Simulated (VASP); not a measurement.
A run of VASP 6.6.1 is set up as follows.

INCAR

```
SYSTEM = ReBPt
ALGO = Normal
EDIFF = 1E-6
ENCUT = 520
GGA = PE
ISIF = 2
ISMEAR = 0
LASPH = .TRUE.
LCHARG = .TRUE.
LELF = .TRUE.
LREAL = .FALSE.
LVHAR = .TRUE.
LWAVE = .FALSE.
NBANDS = 17
NELM = 80
PREC = Accurate
SIGMA = 0.1
```

KPOINTS

```
k-points
0
G
  12 12 14
  0 0 0
```

POSCAR

```
ReBPt
1.0
    3.7525521094      0.0000000000      0.0000000000
   -1.8762760547      3.2498054558      0.0000000000
    0.0000000000      0.0000000000      3.2350515081
Re B Pt
1 1 1
Direct
    0.0000000000      0.0000000000      0.5000000000
    0.3333333333      0.6666666667      0.5000000000
    0.6666666667      0.3333333333      0.0000000000
```

Potentials or basis: VASP PAW PBE potentials, release 64 (Re, B, Pt).

Launch:

```sh
$ cat potpaw_PBE.64/Re/POTCAR potpaw_PBE.64/B/POTCAR potpaw_PBE.64/Pt/POTCAR > POTCAR
$ mpirun -np 1 vasp_std > vasp.out
```

Question: Estimate the band gap on the k mesh.

Answer: Zero (band 10 reaches 9.71 eV, above the bottom of band 11 at 7.54 eV).

Question: Estimate the pressure.

Answer: 0.2 GPa.

Stress tensor (GPa, compression positive):
```
 0.41  0.00  0.00
 0.00  0.41  0.00
 0.00  0.00 -0.17
```

Caveat: spin-orbit coupling is left out, which moves the levels of the heavy elements.
